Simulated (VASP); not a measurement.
Wanted: the native input for a VASP 6.6.1 run.

```
Task                   : single point
Functional             : r2SCAN
Potentials or basis    : VASP PAW PBE potentials, release 64 (K_sv, I)
Cutoff                 : 520 eV
k mesh                 : 4 × 4 × 4
Occupations            : gaussian, width 0.01 eV
Spin                   : no spin polarisation
Dipole correction      : no
Further INCAR settings : ALGO = Normal; EDIFF = 1e-07; NBANDS = 15
```

KI:

```
CELL_PARAMETERS angstrom
0.00000 3.96589 3.96589
3.96589 0.00000 3.96589
3.96589 3.96589 0.00000
ATOMIC_POSITIONS crystal
K 0.00000 0.00000 0.00000
I 0.25000 0.25000 0.25000
```

One way to write it, as run:

POSCAR

```
KI
1.0
    0.0000000000      3.9658942500      3.9658942500
    3.9658942500      0.0000000000      3.9658942500
    3.9658942500      3.9658942500      0.0000000000
K I
1 1
Direct
    0.0000000000      0.0000000000      0.0000000000
    0.2500000000      0.2500000000      0.2500000000
```

INCAR.step1

```
PREC = Accurate
ENCUT = 520
ISMEAR = 0
SIGMA = 0.01
LREAL = False
LASPH = True
NELM = 80
NBANDS = 15
GGA = PE
ALGO = Normal
EDIFF = 1E-4
LWAVE = True
LCHARG = False
```

INCAR.step2

```
PREC = Accurate
ENCUT = 520
EDIFF = 1E-7
ISMEAR = 0
SIGMA = 0.01
LREAL = False
LASPH = True
NELM = 80
ALGO = Normal
ISIF = 2
LWAVE = False
LCHARG = False
METAGGA = R2SCAN
LMIXTAU = True
NBANDS = 15
ISTART = 1
```

KPOINTS

```
Automatic mesh
0
Gamma
  4 4 4
```

Potentials or basis: VASP PAW PBE potentials, release 64 (K_sv, I).

Launch:

```bash
$ cat potpaw_PBE.64/K_sv/POTCAR potpaw_PBE.64/I/POTCAR > POTCAR
$ cp INCAR.step1 INCAR
$ mpirun -np 1 vasp_std > vasp.out
$ cp INCAR.step2 INCAR
$ mpirun -np 1 vasp_std > vasp.out
```

It gave:

| Item | Value |
| --- | --- |
| Pressure | 0.0 GPa |
| Band gap on the k mesh | 4.47 eV |

Caveat: the structure was generated, so it needn't be the stable form of KI; the PAW data sets were made with another functional, which shifts forces and pressure a little; spin-orbit coupling is left out, which moves the levels of the heavy elements.

Run time: 3.4 min on 1 thread of AMD EPYC 7571, with other jobs on the host, peak memory 0.25 GiB.
